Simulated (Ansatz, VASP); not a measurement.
One calculation of Gd, two programs

File INCAR:

```
SYSTEM = Gd
PREC     = Accurate       ! precision mode
ENCUT    = 520            ! plane-wave cutoff, eV
EDIFF    = 1E-8           ! SCF threshold, eV
ISMEAR   = -1             ! smearing method
SIGMA    = 0.08           ! smearing width, eV
LREAL    = .False.        ! projectors in reciprocal space
LASPH    = .True.         ! aspherical terms in the spheres
NELM     = 150            ! most SCF steps
ALGO     = Normal         ! electronic algorithm
ISIF     = 2              ! what is computed and relaxed
LWAVE    = .False.        ! write WAVECAR
LCHARG   = .False.        ! write CHGCAR
ISPIN    = 2              ! spin polarisation
MAGMOM   = 7              ! initial moments
LORBIT   = 11             ! projections on sites
LMAXMIX  = 6              ! l up to which the mixer works
GGA      = PE             ! functional
LEFG     = .True.       
NBANDS   = 19             ! bands
```

Contents of KPOINTS:

```
Automatic mesh
0
Gamma
  14 14 14
  0 0 0
```

POSCAR

```
Gd
1.0
   -2.0417362962      2.0417362962      2.0417362962
    2.0417362962     -2.0417362962      2.0417362962
    2.0417362962      2.0417362962     -2.0417362962
Gd
1
Direct
    0.0000000000      0.0000000000      0.0000000000
```

Input for Ansatz:

```yaml
crystal:
  lattice:
    - [-2.0417362962, 2.0417362962, 2.0417362962]
    - [2.0417362962, -2.0417362962, 2.0417362962]
    - [2.0417362962, 2.0417362962, -2.0417362962]
  atoms:
    - { symbol: Gd, position: [0.0, 0.0, 0.0], spin: 7.0 }
magnetization:
  spin_polarized: true
kpoints:
  mp_grid: { grid: [14, 14, 14] }
scf:
  occupations: { method: fermi_dirac, width: 0.08 }
hamiltonian:
  xc: pbe
  pseudopotentials: { kind: paw }
output:
  forces: true
  stress: true
  eigenvalues: true
  efg: { contact_densities: true }
```

Change from the starting cell: volume scaled by 1.025, PAW files.

Alike in both runs: task electric field gradients; functional PBE; k mesh 14 × 14 × 14; occupations fermi-dirac, width 0.08 eV; collinear spin.

```csv
,VASP,Ansatz
version,VASP 6.6.1,Ansatz 0.2.0
potentials or method,"VASP PAW PBE potentials, release 64 (Gd)","PAW with Ansatz's default frozen-core files, scalar-relativistic"
plane-wave cutoff (eV),520,420
valence electrons in the cell,18,18
```

Ansatz gave:

```
pressure (GPa)                                                : -0.6
net moment per atom (μB)                                      : 7.62
size of the moment on the site where the two differ most (μB) : 7.33
```

Task: What did VASP give for the same quantities?

Result: Pressure (GPa): -0.6; net moment per atom (μB): 7.63; size of the moment on the site where the two differ most (μB): 6.99.

Site moments also hang on the region over which each program counts them. With one functional, cell and mesh, what is left measures potentials, basis and numerics.

Spin-orbit coupling is off throughout.
